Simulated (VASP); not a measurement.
# Rh (Pm-3m) in VASP: further runs

Runs on Rh. Level: PBE. Tasks: single point.

All numbers are computed with VASP 6.6.1; they aren't measurements. Logs are shortened: lines on timing, memory, paths and dates and some standing lists are left out, and cuts for length are marked.

### Step 1. The cell of the first run

Symmetry: Pm-3m, No. 221, cubic system. The conventional cell has a = 2.450 Å, b = 2.450 Å, c = 2.450 Å, α = 90.00°, β = 90.00°, γ = 90.00°. Within 3.2 Å of Rh (site symmetry m-3m) lie 6 Rh at 2.45 Å.

### Step 2. Single point, PBE (volume scaled by 0.9)

INCAR reads:

```
SYSTEM = Rh
PREC = Accurate
ENCUT = 520
EDIFF = 1E-7
ISMEAR = -1
SIGMA = 0.1
LREAL = .FALSE.
LASPH = .TRUE.
NELM = 60
ALGO = Normal
ISIF = 2
LWAVE = .FALSE.
LCHARG = .TRUE.
GGA = PE
LELF = .TRUE.
LVHAR = .TRUE.
NBANDS = 14
```

KPOINTS reads:

```
Automatic mesh
0
G
  15 15 15
  0 0 0
```

POSCAR reads:

```
Rh
1.0
    2.4496194165      0.0000000000      0.0000000000
    0.0000000000      2.4496194165      0.0000000000
    0.0000000000      0.0000000000      2.4496194165
Rh
1
Direct
    0.0000000000      0.0000000000      0.0000000000
```

Potentials or basis: VASP PAW PBE potentials, release 64 (Rh_pv).

Started as:

```bash
$ cat potpaw_PBE.64/Rh_pv/POTCAR > POTCAR
$ mpirun -np 1 vasp_std > vasp.out
```

OUTCAR:

```text
SYSTEM = Rh
   PREC = Accurate
   ENCUT = 520
   EDIFF = 1E-7
   ISMEAR = -1
   LREAL = .FALSE.
   LASPH = .TRUE.
   NELM = 60
   ISIF = 2
   GGA = PE

 ion  position               nearest neighbor table
   1  0.000  0.000  0.000-

  LATTYP: Found a simple cubic cell.
 ALAT       =     2.4496194165

  Lattice vectors:

 A1 = (   2.4496194165,   0.0000000000,   0.0000000000)
 A2 = (   0.0000000000,   2.4496194165,   0.0000000000)
 A3 = (   0.0000000000,   0.0000000000,   2.4496194165)

Analysis of symmetry for initial positions (statically):
=====================================================================
 Subroutine PRICEL returns:
 Original cell was already a primitive cell.

 Routine SETGRP: Setting up the symmetry group for a
 simple cubic supercell.

 Subroutine GETGRP returns: Found 48 space group operations
 (whereof 48 operations were pure point group operations)
 out of a pool of 48 trial point group operations.

The static configuration has the point symmetry O_h .

Analysis of symmetry for dynamics (positions and initial velocities):
=====================================================================
 Subroutine PRICEL returns:
 Original cell was already a primitive cell.

 Routine SETGRP: Setting up the symmetry group for a
 simple cubic supercell.

 Subroutine GETGRP returns: Found 48 space group operations
 (whereof 48 operations were pure point group operations)
 out of a pool of 48 trial point group operations.

The dynamic configuration has the point symmetry O_h .

 Subroutine INISYM returns: Found 48 space group operations
 (whereof 48 operations are pure point group operations),
 and found     1 'primitive' translations

----------------------------------------------------------------------------------------

                                     Primitive cell

  volume of cell :      14.6993

  direct lattice vectors                    reciprocal lattice vectors
     2.449619417  0.000000000  0.000000000     0.408226679  0.000000000  0.000000000
     0.000000000  2.449619417  0.000000000     0.000000000  0.408226679  0.000000000
     0.000000000  0.000000000  2.449619417     0.000000000  0.000000000  0.408226679

  length of vectors
     2.449619417  2.449619417  2.449619417     0.408226679  0.408226679  0.408226679

  position of ions in fractional coordinates (direct lattice)
     0.000000000  0.000000000  0.000000000

  ion indices of the primitive-cell ions
   primitive index   ion index
                 1           1

----------------------------------------------------------------------------------------

 KPOINTS: Automatic mesh

Automatic generation of k-mesh.
 Grid dimensions read from file:
 generate k-points for:   15   15   15

 Generating k-lattice:

  Cartesian coordinates                     Fractional coordinates (reciprocal lattice)
     0.027215112  0.000000000  0.000000000     0.066666667  0.000000000  0.000000000
     0.000000000  0.027215112  0.000000000     0.000000000  0.066666667  0.000000000
     0.000000000  0.000000000  0.027215112     0.000000000  0.000000000  0.066666667

  Length of vectors
     0.027215112  0.027215112  0.027215112

  Shift w.r.t. Gamma in fractional coordinates (k-lattice)
     0.000000000  0.000000000  0.000000000

 Subroutine IBZKPT returns following result:
 ===========================================

 Found    120 irreducible k-points:

 Following reciprocal coordinates:
            Coordinates               Weight
  0.000000  0.000000  0.000000      1.000000
  0.066667  0.000000  0.000000      6.000000
  0.133333  0.000000  0.000000      6.000000
  0.200000  0.000000  0.000000      6.000000
  0.266667  0.000000  0.000000      6.000000
  0.333333  0.000000  0.000000      6.000000
[... 16 lines left out ...]
  0.266667  0.200000  0.000000     24.000000
  0.333333  0.200000  0.000000     24.000000
 [... further k-points ...]
   k-points           NKPTS =    120   k-points in BZ     NKDIM =    120   number of bands    NBANDS=     14
   number of dos      NEDOS =    301   number of ions     NIONS =      1
   total plane-waves  NPLWV =   5832
   dimension x,y,z NGX =    18 NGY =   18 NGZ =   18
   dimension x,y,z NGXF=    36 NGYF=   36 NGZF=   36
   ions per type =               1
   NGX,Y,Z   is equivalent  to a cutoff of  12.22, 12.22, 12.22 a.u.
   NGXF,Y,Z  is equivalent  to a cutoff of  24.43, 24.43, 24.43 a.u.
 SYSTEM =  Rh
   PREC   = accura    normal or accurate (medium, high low for compatibility)
   ISTART =      0    job   : 0-new  1-cont  2-samecut
   ICHARG =      2    charge: 1-file 2-atom 10-const
   ISPIN  =      1    spin polarized calculation?
   LNONCOLLINEAR =      F non collinear calculations
   LSORBIT =      F    spin-orbit coupling
   LASPH  =      T    aspherical Exc in radial PAW
   ENCUT  =  520.0 eV  38.22 Ry    6.18 a.u.   4.55  4.55  4.55*2*pi/ulx,y,z
   NELM   =     60;   NELMIN=  2; NELMDL= -5     # of ELM steps
   EDIFF  = 0.1E-06   stopping-criterion for ELM
   LREAL  =      F    real-space projection
   EDIFFG = 0.1E-05   stopping-criterion for IOM
   NSW    =      0    number of steps for IOM
   IBRION =     -1    ionic relax: 0-MD 1-quasi-New 2-CG
   NFREE  =      0    steps in history (QN), initial steepest desc. (CG)
   ISIF   =      2    stress and relaxation
   ISYM   =      2    0-nonsym 1-usesym 2-fastsym
   POTIM  = 0.5000    time-step for ionic-motion
   TEBEG  =    0.0;   TEEND  =   0.0 temperature during run
   PSTRESS=    0.0 pullay stress
   NELECT =      15.0000    total number of electrons
   NUPDOWN=      -1.0000    fix difference up-down
   EMIN   =  10.00;   EMAX   =-10.00  energy-range for DOS
   EFERMI =   0.00;   METHOD = LEGACY
   ISMEAR =    -1;   SIGMA  =   0.10  broadening in eV -4-tet -1-fermi 0-gaus
   EFERMI_NEDOS =   21; number of points for ismear=-14 and -15
   IALGO  =     38    algorithm
   IMIX   =      4    mixing-type and parameters
     AMIX     =   0.40;   BMIX     =  1.00
     AMIX_MAG =   1.60;   BMIX_MAG =  1.00
  volume/ion in A,a.u.               =      14.70        99.20
  Fermi-wavevector in a.u.,A,eV,Ry     =   1.648188  3.114623 36.960529  2.716522
  Thomas-Fermi vector in A             =   2.737519
   LORBIT       =      0    0 simple, 1 ext, 2 COOP (PROOUT), +10 PAW based schemes
   GGA     = PE    functional components
[... 5 lines left out ...]
 non-spin polarized calculation
  energy-cutoff  :      520.00
  volume of cell :       14.70
 maximum number of plane-waves:       413
   NGX =  9   NGY =  9   NGZ =  9

 number of electron      15.0000014 magnetization

 Free energy of the ion-electron system (eV)
  ---------------------------------------------------
  ext. energy  EPLUGINS =         0.00000000
  ---------------------------------------------------
  free energy    TOTEN  =        -6.37649841 eV

  energy without entropy =       -6.32567760  energy(sigma->0) =       -6.35108800

 E-fermi :  10.8932     XC(G=0): -13.4417

 val. band max:       10.8747175823   @ k =   0.2000   0.2000   0.0667
 cond. band min:      10.9062169938   @ k =   0.3333   0.1333   0.1333
 fundamental gap:      0.0314994115
 Fermi energy:        10.8932183484

 k-point     1 :       0.0000    0.0000    0.0000
  band No.  band energies     occupation
      1     -35.2687      2.00000
      2     -35.2687      2.00000
      3     -35.2687      2.00000
      4       3.4655      2.00000
      5       5.0151      2.00000
      6       5.0151      2.00000
      7      11.7899      0.00026
      8      11.7899      0.00026
      9      11.7899      0.00026
     10      28.4655      0.00000
     11      28.4655      0.00000
     12      28.4655      0.00000
     13      31.8568      0.00000
     14      36.5109      0.00000

 k-point     2 :       0.0667    0.0000    0.0000
  band No.  band energies     occupation
      1     -35.3127      2.00000
      2     -35.2650      2.00000
      3     -35.2650      2.00000
      4       3.6049      2.00000
      5       5.0440      2.00000
      6       5.1528      2.00000
      7      11.6580      0.00095
      8      11.6580      0.00095
      9      11.8000      0.00023
     10      27.5570      0.00000
     11      28.7174      0.00000
     12      28.7174      0.00000
     13      31.8576      0.00000
     14      35.5802      0.00000

 k-point     3 :       0.1333    0.0000    0.0000
  band No.  band energies     occupation
      1     -35.4361      2.00000
      2     -35.2545      2.00000
      3     -35.2545      2.00000
      4       3.9722      2.00000
      5       5.1270      2.00000
      6       5.5922      2.00000
      7      11.3015      0.03317
      8      11.3015      0.03317
      9      11.8290      0.00017
     10      25.6581      0.00000
     11      29.4270      0.00000
     12      29.4270      0.00000
     13      31.8590      0.00000
     14      34.0225      0.00000

 k-point     4 :       0.2000    0.0000    0.0000
  band No.  band energies     occupation
      1     -35.6152      2.00000
      2     -35.2391      2.00000
      3     -35.2391      2.00000
      4       4.4510      2.00000
      5       5.2521      2.00000
      6       6.3736      2.00000
      7      10.8131      1.38044
      8      10.8131      1.38044
      9      11.8719      0.00011
     10      23.5929      0.00000
     11      30.4806      0.00000
     12      30.4806      0.00000
     13      31.8594      0.00000
     14      32.4062      0.00000

 k-point     5 :       0.2667    0.0000    0.0000
  band No.  band energies     occupation
      1     -35.8173      2.00000
      2     -35.2213      2.00000
      3     -35.2213      2.00000
      4       4.9491      2.00000
      5       5.4000      2.00000
      6       7.4557      2.00000
      7      10.2968      1.99488
      8      10.2968      1.99488
      9      11.9216      0.00007
     10      21.6590      0.00000
     11      30.9695      0.00000
     12      31.7430      0.00000
     13      31.7430      0.00000
     14      31.8594      0.00000

 k-point     6 :       0.3333    0.0000    0.0000
  band No.  band energies     occupation
      1     -36.0070      2.00000
      2     -35.2042      2.00000
      3     -35.2042      2.00000
      4       5.4183      2.00000
      5       5.5462      2.00000
      6       8.6820      2.00000
      7       9.8394      1.99995
      8       9.8394      1.99995
      9      11.9695      0.00004
     10      19.9924      0.00000
     11      29.8175      0.00000
     12      31.8600      0.00000
     13      33.0799      0.00000
     14      33.0799      0.00000

 k-point     7 :       0.4000    0.0000    0.0000
  band No.  band energies     occupation
      1     -36.1529      2.00000
      2     -35.1909      2.00000
      3     -35.1909      2.00000
      4       5.6638      2.00000
      5       5.8014      2.00000
      6       9.5027      2.00000
      7       9.5027      2.00000
      8       9.8116      1.99996
      9      12.0073      0.00003
     10      18.7107      0.00000
     11      29.0143      0.00000
     12      31.8600      0.00000
     13      33.7067      0.00000
     14      34.3294      0.00000
[... 205 lines left out ...]
 k-point    20 :       0.4000    0.1333    0.0000
  band No.  band energies     occupation
      1     -36.1329      2.00000
      2     -35.3518      2.00000
      3     -35.1773      2.00000
      4       5.8523      2.00000
      5       6.5458      2.00000
      6       7.8662      2.00000
      7       9.5764      2.00000
      8      11.3805      0.01519
      9      11.5754      0.00218
     10      18.9866      0.00000
     11      28.8967      0.00000
     12      31.3119      0.00000
     13      31.8680      0.00000
     14      34.7717      0.00000

 k-point    21 :       0.4667    0.1333    0.0000
  band No.  band energies     occupation
      1     -36.2115      2.00000
      2     -35.3439      2.00000
      3     -35.1700      2.00000
      4       5.9589      2.00000
      5       6.8080      2.00000
      6       7.6575      2.00000
      7       9.4016      2.00000
      8      11.6003      0.00170
      9      12.2412      0.00000
     10      18.0135      0.00000
     11      28.8032      0.00000
     12      31.8412      0.00000
     13      31.9984      0.00000
     14      33.3183      0.00000

 k-point    22 :       0.2000    0.2000    0.0000
  band No.  band energies     occupation
      1     -35.5910      2.00000
      2     -35.5703      2.00000
      3     -35.2099      2.00000
      4       5.2113      2.00000
      5       6.2689      2.00000
      6       6.9007      2.00000
      7      10.0144      1.99970
      8      10.8293      1.30919
      9      11.0402      0.37400
     10      24.6170      0.00000
     11      25.4989      0.00000
     12      31.8593      0.00000
     13      32.5262      0.00000
     14      32.5763      0.00000

 k-point    23 :       0.2667    0.2000    0.0000
  band No.  band energies     occupation
      1     -35.7804      2.00000
      2     -35.5593      2.00000
      3     -35.1924      2.00000
      4       5.5127      2.00000
      5       6.5213      2.00000
      6       7.5818      2.00000
      7      10.0052      1.99972
      8      10.4159      1.98324
      9      11.0267      0.41687
     10      22.8341      0.00000
     11      26.1157      0.00000
     12      31.8348      0.00000
     13      31.9450      0.00000
     14      33.7951      0.00000

 k-point    24 :       0.3333    0.2000    0.0000
  band No.  band energies     occupation
      1     -35.9672      2.00000
      2     -35.5397      2.00000
      3     -35.1756      2.00000
      4       5.7871      2.00000
      5       6.6331      2.00000
      6       7.9007      2.00000
      7       9.9821      1.99978
      8      10.8043      1.41757
      9      11.0856      0.25490
     10      20.9440      0.00000
     11      27.0372      0.00000
     12      31.2213      0.00000
     13      31.8671      0.00000
     14      35.1445      0.00000

 [... further k-points ...]
[... 5 lines left out ...]
  --------------------------------------------------------------------------------------
  -------------------------------------------------------------------------------------
  Total        2.3079735      2.3079735      2.3079735      0.0000000      0.0000000     -0.0000000
  in kB      251.5622954    251.5622954    251.5622954      0.0000000      0.0000000     -0.0000000
  external PRESSURE =     251.5622954 kB  Pullay stress =       0.0000000 kB

 VOLUME and BASIS-vectors are now :
 -----------------------------------------------------------------------------
  energy-cutoff  :      520.00
  volume of cell :       14.70
      direct lattice vectors                 reciprocal lattice vectors
     2.449619417  0.000000000  0.000000000     0.408226679  0.000000000  0.000000000
     0.000000000  2.449619417  0.000000000     0.000000000  0.408226679  0.000000000
     0.000000000  0.000000000  2.449619417     0.000000000  0.000000000  0.408226679

 POSITION                                       TOTAL-FORCE (eV/Angst)
 -----------------------------------------------------------------------------------
      0.00000      0.00000      0.00000         0.000000      0.000000      0.000000
 -----------------------------------------------------------------------------------
    total drift:                                0.000000      0.000000      0.000000

  FREE ENERGIE OF THE ION-ELECTRON SYSTEM (eV)
  ---------------------------------------------------
  free  energy   TOTEN  =        -6.3764984141 eV

  energy  without entropy=       -6.3256775955  energy(sigma->0) =       -6.35108800
```

Run time: 27 s. Hardware: 1 thread of Intel Xeon 8259CL, shared host; peak memory 0.13 GiB.

Results:

```yaml
Free_energy: -6.3765 eV
Pressure: 25.2 GPa
```

Levels at points of the mesh, in eV from the Fermi level:
| k point | band 4 | band 5 | band 6 | band 7 | band 8 | band 9 | band 10 | band 11 | band 12 | band 13 |
| --- | --- | --- | --- | --- | --- | --- | --- | --- | --- | --- |
| (0.00, 0.00, 0.00) | -7.43 | -5.88 | -5.88 | 0.90 | 0.90 | 0.90 | 17.57 | 17.57 | 17.57 | 20.96 |

Caveat: the cell differs from its parent crystal (volume scaled by 0.9).

### Step 3. Single point, PBE (volume scaled by 0.9)

INCAR reads:

```
  ALGO = Normal
  EDIFF = 1E-6
  ENCUT = 520
  GGA = PE
  ISIF = 2
  ISMEAR = -1
  LASPH = True
  LCHARG = False
  LREAL = False
  LWAVE = False
  NBANDS = 14
  NELM = 80
  PREC = Accurate
  SIGMA = 0.1
```

KPOINTS reads:

```
k-points
0
Gamma
  15 15 15
```

POSCAR is that of step 2.

Potentials or basis: VASP PAW PBE potentials, release 64 (Rh_pv).

Started as:

```bash
$ cat potpaw_PBE.64/Rh_pv/POTCAR > POTCAR
$ mpirun -np 1 vasp_std > vasp.out
```

It took 22 s on 1 thread of Intel Xeon 8259CL, shared host; peak memory 0.14 GiB.

It converged, with:

```yaml
Free_energy: -6.3765 eV
Pressure: 25.1 GPa
```

Levels at points of the mesh, in eV from the Fermi level:
```
           k point  band 5  band 6  band 7  band 8  band 9  band 10  band 11  band 12
(0.00, 0.00, 0.00)   -5.88   -5.88    0.90    0.90    0.90    17.57    17.57    17.57
```

Caveat: the cell differs from its parent crystal (volume scaled by 0.9).

### Step 4. Single point, PBE

This run uses another cell than the first one, of 16.33 Å³/atom, 1.111 times its volume.

INCAR reads:

```
SYSTEM = Rh
PREC = Accurate ; ENCUT = 520
EDIFF = 1E-6 ; ISMEAR = -1
SIGMA = 0.1 ; LREAL = .False.
LASPH = .True. ; NELM = 60
ALGO = Normal ; ISIF = 2
LWAVE = .False. ; LCHARG = .True.
GGA = PE ; LELF = .True.
LVHAR = .True. ; NBANDS = 14
```

KPOINTS reads:

```
Automatic mesh
0
Gamma
  15 15 15
  0 0 0
```

POSCAR reads:

```
Rh
1.0
    2.5371790260      0.0000000000      0.0000000000
    0.0000000000      2.5371790260      0.0000000000
    0.0000000000      0.0000000000      2.5371790260
Rh
1
Direct
    0.0000000000      0.0000000000      0.0000000000
```

Started as:

```bash
$ cat potpaw_PBE.64/Rh_pv/POTCAR > POTCAR
$ mpirun -np 1 vasp_std > vasp.out
```

Wall time 28 s (1 thread of Intel Xeon 8259CL, shared host); peak memory 0.14 GiB.

The run converged. Its results:

```yaml
Free_energy: -6.4929 eV
Pressure: 0.0 GPa
```

Levels at points of the mesh, in eV from the Fermi level:
| k point | band 6 | band 7 | band 8 | band 9 | band 10 | band 11 |
| --- | --- | --- | --- | --- | --- | --- |
| (0.00, 0.00, 0.00) | -5.06 | 0.74 | 0.74 | 0.74 | 16.79 | 16.79 |
